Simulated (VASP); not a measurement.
# Cs (Im-3m) in VASP: notebook

Cs is run at these levels: PBEsol, r2SCAN; tasks: single point.

Program: VASP 6.6.1. These are calculated values, not measurements. Logs are shortened: lines on timing, memory, paths and dates and some standing lists are left out, and cuts for length are marked.

**1. The cell of the first run**

It takes space group Im-3m (No. 229, cubic). The conventional cell has a = 6.000 Å, b = 6.000 Å, c = 6.000 Å, α = 90.00°, β = 90.00°, γ = 90.00°.

**2. Single point, PBEsol**

The input, INCAR:

```
PREC = Accurate ; ENCUT = 520
EDIFF = 1E-6 ; ISMEAR = -1
SIGMA = 0.05 ; LREAL = False
LASPH = True ; NELM = 100
ALGO = Normal ; ISIF = 2
LWAVE = False ; LCHARG = False
GGA = PS ; NBANDS = 10
```

The input, KPOINTS:

```
Automatic mesh
0
Gamma
  7 7 7
```

The input, POSCAR:

```
Cs
1.0
   -3.0000000000      3.0000000000      3.0000000000
    3.0000000000     -3.0000000000      3.0000000000
    3.0000000000      3.0000000000     -3.0000000000
Cs
1
Direct
    0.0000000000      0.0000000000      0.0000000000
```

Potentials or basis: VASP PAW PBE potentials, release 64 (Cs_sv).

The run is started by

```bash
> cat potpaw_PBE.64/Cs_sv/POTCAR > POTCAR
> mpirun -np 1 vasp_std > vasp.out
```

OUTCAR:

```text
PREC = Accurate
   ENCUT = 520
   EDIFF = 1E-6
   ISMEAR = -1
   LREAL = False
   LASPH = True
   NELM = 100
   ISIF = 2
   GGA = PS

 ion  position               nearest neighbor table
   1  0.000  0.000  0.000-

  LATTYP: Found a body centered cubic cell.
 ALAT       =     6.0000000000

  Lattice vectors:

 A1 = (  -3.0000000000,   3.0000000000,   3.0000000000)
 A2 = (   3.0000000000,  -3.0000000000,   3.0000000000)
 A3 = (   3.0000000000,   3.0000000000,  -3.0000000000)

Analysis of symmetry for initial positions (statically):
=====================================================================
 Subroutine PRICEL returns:
 Original cell was already a primitive cell.

 Routine SETGRP: Setting up the symmetry group for a
 body centered cubic supercell.

 Subroutine GETGRP returns: Found 48 space group operations
 (whereof 48 operations were pure point group operations)
 out of a pool of 48 trial point group operations.

The static configuration has the point symmetry O_h .

Analysis of symmetry for dynamics (positions and initial velocities):
=====================================================================
 Subroutine PRICEL returns:
 Original cell was already a primitive cell.

 Routine SETGRP: Setting up the symmetry group for a
 body centered cubic supercell.

 Subroutine GETGRP returns: Found 48 space group operations
 (whereof 48 operations were pure point group operations)
 out of a pool of 48 trial point group operations.

The dynamic configuration has the point symmetry O_h .

 Subroutine INISYM returns: Found 48 space group operations
 (whereof 48 operations are pure point group operations),
 and found     1 'primitive' translations

----------------------------------------------------------------------------------------

                                     Primitive cell

  volume of cell :     108.0000

  direct lattice vectors                    reciprocal lattice vectors
    -3.000000000  3.000000000  3.000000000     0.000000000  0.166666667  0.166666667
     3.000000000 -3.000000000  3.000000000     0.166666667  0.000000000  0.166666667
     3.000000000  3.000000000 -3.000000000     0.166666667  0.166666667  0.000000000

  length of vectors
     5.196152423  5.196152423  5.196152423     0.235702260  0.235702260  0.235702260

  position of ions in fractional coordinates (direct lattice)
     0.000000000  0.000000000  0.000000000

  ion indices of the primitive-cell ions
   primitive index   ion index
                 1           1

----------------------------------------------------------------------------------------

 KPOINTS: Automatic mesh

Automatic generation of k-mesh.
 Grid dimensions read from file:
 generate k-points for:    7    7    7

 Generating k-lattice:

  Cartesian coordinates                     Fractional coordinates (reciprocal lattice)
     0.000000000  0.023809524  0.023809524     0.142857143  0.000000000  0.000000000
     0.023809524  0.000000000  0.023809524     0.000000000  0.142857143  0.000000000
     0.023809524  0.023809524  0.000000000     0.000000000  0.000000000  0.142857143

  Length of vectors
     0.033671751  0.033671751  0.033671751

  Shift w.r.t. Gamma in fractional coordinates (k-lattice)
     0.000000000  0.000000000  0.000000000

 Subroutine IBZKPT returns following result:
 ===========================================

 Found     20 irreducible k-points:

 Following reciprocal coordinates:
            Coordinates               Weight
  0.000000  0.000000  0.000000      1.000000
  0.142857  0.000000  0.000000     12.000000
  0.285714  0.000000  0.000000     12.000000
  0.428571  0.000000  0.000000     12.000000
  0.142857  0.142857  0.000000     24.000000
  0.285714  0.142857  0.000000     48.000000
[... 12 lines left out ...]
 -0.428571 -0.428571  0.285714      8.000000
 -0.428571  0.428571  0.428571      6.000000
   k-points           NKPTS =     20   k-points in BZ     NKDIM =     20   number of bands    NBANDS=     10
   number of dos      NEDOS =    301   number of ions     NIONS =      1
   total plane-waves  NPLWV =  64000
   dimension x,y,z NGX =    40 NGY =   40 NGZ =   40
   dimension x,y,z NGXF=    80 NGYF=   80 NGZF=   80
   ions per type =               1
   NGX,Y,Z   is equivalent  to a cutoff of  12.80, 12.80, 12.80 a.u.
   NGXF,Y,Z  is equivalent  to a cutoff of  25.60, 25.60, 25.60 a.u.
 SYSTEM =  unknown system
   PREC   = accura    normal or accurate (medium, high low for compatibility)
   ISTART =      0    job   : 0-new  1-cont  2-samecut
   ICHARG =      2    charge: 1-file 2-atom 10-const
   ISPIN  =      1    spin polarized calculation?
   LNONCOLLINEAR =      F non collinear calculations
   LSORBIT =      F    spin-orbit coupling
   LASPH  =      T    aspherical Exc in radial PAW
   ENCUT  =  520.0 eV  38.22 Ry    6.18 a.u.   9.66  9.66  9.66*2*pi/ulx,y,z
   NELM   =    100;   NELMIN=  2; NELMDL= -5     # of ELM steps
   EDIFF  = 0.1E-05   stopping-criterion for ELM
   LREAL  =      F    real-space projection
   EDIFFG = 0.1E-04   stopping-criterion for IOM
   NSW    =      0    number of steps for IOM
   IBRION =     -1    ionic relax: 0-MD 1-quasi-New 2-CG
   NFREE  =      0    steps in history (QN), initial steepest desc. (CG)
   ISIF   =      2    stress and relaxation
   ISYM   =      2    0-nonsym 1-usesym 2-fastsym
   POTIM  = 0.5000    time-step for ionic-motion
   TEBEG  =    0.0;   TEEND  =   0.0 temperature during run
   PSTRESS=    0.0 pullay stress
   NELECT =       9.0000    total number of electrons
   NUPDOWN=      -1.0000    fix difference up-down
   EMIN   =  10.00;   EMAX   =-10.00  energy-range for DOS
   EFERMI =   0.00;   METHOD = LEGACY
   ISMEAR =    -1;   SIGMA  =   0.05  broadening in eV -4-tet -1-fermi 0-gaus
   EFERMI_NEDOS =   21; number of points for ismear=-14 and -15
   IALGO  =     38    algorithm
   IMIX   =      4    mixing-type and parameters
     AMIX     =   0.40;   BMIX     =  1.00
     AMIX_MAG =   1.60;   BMIX_MAG =  1.00
  volume/ion in A,a.u.               =     108.00       728.82
  Fermi-wavevector in a.u.,A,eV,Ry     =   0.715069  1.351284  6.956974  0.511323
  Thomas-Fermi vector in A             =   1.803133
   LORBIT       =      0    0 simple, 1 ext, 2 COOP (PROOUT), +10 PAW based schemes
   GGA     = PS    functional components
   LHFCALC =     F    Hartree Fock is set to
   AEXX    =    0.0000 exact exchange contribution
   IVDW    =     0    specifies the selected vdW correction
   LEPSILON=     F    determine dielectric tensor
   LRPA    =     F    only Hartree local field effects (RPA)
 non-spin polarized calculation
  energy-cutoff  :      520.00
  volume of cell :      108.00
 maximum number of plane-waves:      2926
   NGX = 19   NGY = 19   NGZ = 19

 number of electron       8.9999998 magnetization

 Free energy of the ion-electron system (eV)
  ---------------------------------------------------
  ext. energy  EPLUGINS =         0.00000000
  ---------------------------------------------------
  free energy    TOTEN  =        -0.94951122 eV

  energy without entropy =       -0.93871370  energy(sigma->0) =       -0.94411246

 E-fermi :   0.5376     XC(G=0):  -5.6430

 val. band max:        0.5323604469   @ k =  -0.2857   0.4286   0.1429
 cond. band min:       0.5919514497   @ k =  -0.4286   0.4286   0.1429
 fundamental gap:      0.0595910028
 Fermi energy:         0.5375988826

 k-point     1 :       0.0000    0.0000    0.0000
  band No.  band energies     occupation
      1     -23.2813      2.00000
      2      -9.9899      2.00000
      3      -9.9899      2.00000
      4      -9.9899      2.00000
      5      -1.2188      2.00000
      6       3.0664      0.00000
      7       3.0664      0.00000
      8       3.0664      0.00000
      9       3.9857      0.00000
     10       3.9857      0.00000

 k-point     2 :       0.1429    0.0000    0.0000
  band No.  band energies     occupation
      1     -23.2796      2.00000
      2     -10.0234      2.00000
      3     -10.0006      2.00000
      4      -9.9900      2.00000
      5      -0.9813      2.00000
      6       2.8051      0.00000
      7       2.8311      0.00000
      8       3.3089      0.00000
      9       3.7477      0.00000
     10       3.9515      0.00000

 k-point     3 :       0.2857    0.0000    0.0000
  band No.  band energies     occupation
      1     -23.2758      2.00000
      2     -10.0965      2.00000
      3     -10.0245      2.00000
      4      -9.9902      2.00000
      5      -0.3490      2.00000
      6       2.1104      0.00000
      7       2.4409      0.00000
      8       3.8741      0.00000
      9       4.0129      0.00000
     10       4.0186      0.00000

 k-point     4 :       0.4286    0.0000    0.0000
  band No.  band energies     occupation
      1     -23.2727      2.00000
      2     -10.1531      2.00000
      3     -10.0434      2.00000
      4      -9.9904      2.00000
      5       0.3800      1.91795
      6       1.5765      0.00000
      7       2.2009      0.00000
      8       3.8808      0.00000
      9       4.3341      0.00000
     10       5.0883      0.00000
[... 170 lines left out ...]
 k-point    18 :      -0.4286    0.4286    0.2857
  band No.  band energies     occupation
      1     -23.2683      2.00000
      2     -10.1247      2.00000
      3     -10.0831      2.00000
      4     -10.0659      2.00000
      5       0.9884      0.00024
      6       1.4107      0.00000
      7       2.7015      0.00000
      8       2.9309      0.00000
      9       3.7970      0.00000
     10       4.8681      0.00000

 k-point    19 :      -0.4286   -0.4286    0.2857
  band No.  band energies     occupation
      1     -23.2671      2.00000
      2     -10.1138      2.00000
      3     -10.1138      2.00000
      4     -10.0709      2.00000
      5       1.2479      0.00000
      6       1.2479      0.00000
      7       2.4326      0.00000
      8       3.6632      0.00000
      9       3.6632      0.00000
     10       4.9361      0.00000

 k-point    20 :      -0.4286    0.4286    0.4286
  band No.  band energies     occupation
      1     -23.2659      2.00000
      2     -10.1105      2.00000
      3     -10.1047      2.00000
      4     -10.1047      2.00000
      5       1.1256      0.00002
      6       1.2095      0.00000
      7       3.3808      0.00000
      8       3.4760      0.00000
      9       3.4760      0.00000
     10       4.9722      0.00000

------------------------ aborting loop because EDIFF is reached ----------------------------------------

  FORCE on cell =-STRESS in cart. coord.  units (eV):
  Direction    XX          YY          ZZ          XY          YZ          ZX
  --------------------------------------------------------------------------------------
  -------------------------------------------------------------------------------------
  Total        0.0017797      0.0017797      0.0017797      0.0000000      0.0000000     -0.0000000
  in kB        0.0264021      0.0264021      0.0264021      0.0000000      0.0000000     -0.0000000
  external PRESSURE =       0.0264021 kB  Pullay stress =       0.0000000 kB

 VOLUME and BASIS-vectors are now :
 -----------------------------------------------------------------------------
  energy-cutoff  :      520.00
  volume of cell :      108.00
      direct lattice vectors                 reciprocal lattice vectors
    -3.000000000  3.000000000  3.000000000     0.000000000  0.166666667  0.166666667
     3.000000000 -3.000000000  3.000000000     0.166666667  0.000000000  0.166666667
     3.000000000  3.000000000 -3.000000000     0.166666667  0.166666667  0.000000000

 POSITION                                       TOTAL-FORCE (eV/Angst)
 -----------------------------------------------------------------------------------
      0.00000      0.00000      0.00000         0.000000      0.000000      0.000000
 -----------------------------------------------------------------------------------
    total drift:                               -0.000000     -0.000000     -0.000000

  FREE ENERGIE OF THE ION-ELECTRON SYSTEM (eV)
  ---------------------------------------------------
  free  energy   TOTEN  =        -0.9495112186 eV

  energy  without entropy=       -0.9387137016  energy(sigma->0) =       -0.94411246
```

Wall time 6.7 s (1 thread of Intel Xeon 6975P-C (Granite Rapids), shared host); peak memory 0.23 GiB.

What came out:

| Item | Value |
| --- | --- |
| Free energy | -0.9495 eV |
| Pressure | 0.0 GPa |

Caveat: the PAW data sets were made with another functional, which shifts forces and pressure a little; spin-orbit coupling is left out, which moves the levels of the heavy elements.

**3. Single point, r2SCAN**

POSCAR is that of step 2.

The input, INCAR.step1:

```
SYSTEM = Cs
ALGO = Normal
EDIFF = 1E-4
ENCUT = 520
GGA = PE
ISMEAR = -1
LASPH = .TRUE.
LCHARG = .FALSE.
LREAL = .FALSE.
LWAVE = .TRUE.
NBANDS = 10
NELM = 80
PREC = Accurate
SIGMA = 0.05
```

The input, INCAR.step2:

```
SYSTEM = Cs
ALGO = Normal
EDIFF = 1E-7
ENCUT = 520
ISIF = 2
ISMEAR = -1
ISTART = 1
LASPH = .TRUE.
LCHARG = .FALSE.
LMIXTAU = .TRUE.
LREAL = .FALSE.
LWAVE = .FALSE.
METAGGA = R2SCAN
NBANDS = 10
NELM = 80
PREC = Accurate
SIGMA = 0.05
```

The input, KPOINTS:

```
k-points
0
G
  7 7 7
  0 0 0
```

Potentials or basis: VASP PAW PBE potentials, release 64 (Cs_sv).

The run is started by

```bash
> cat potpaw_PBE.64/Cs_sv/POTCAR > POTCAR
> cp INCAR.step1 INCAR
> mpirun -np 1 vasp_std > vasp.out
> cp INCAR.step2 INCAR
> mpirun -np 1 vasp_std > vasp.out
```

It took 50 s on 1 thread of Intel Xeon 6975P-C (Granite Rapids), shared host; peak memory 0.26 GiB.

It converged, with:

```yaml
Free_energy: -25.0134 eV
Pressure: 0.3 GPa
```

Levels at points of the mesh, in eV from the Fermi level:
```csv
k point,band 3,band 4,band 5,band 6,band 7,band 8
"(0.00, 0.00, 0.00)",-11.13,-11.13,-1.85,2.83,2.83,2.83
```

Caveat: the PAW data sets were made with another functional, which shifts forces and pressure a little; spin-orbit coupling is left out, which moves the levels of the heavy elements.
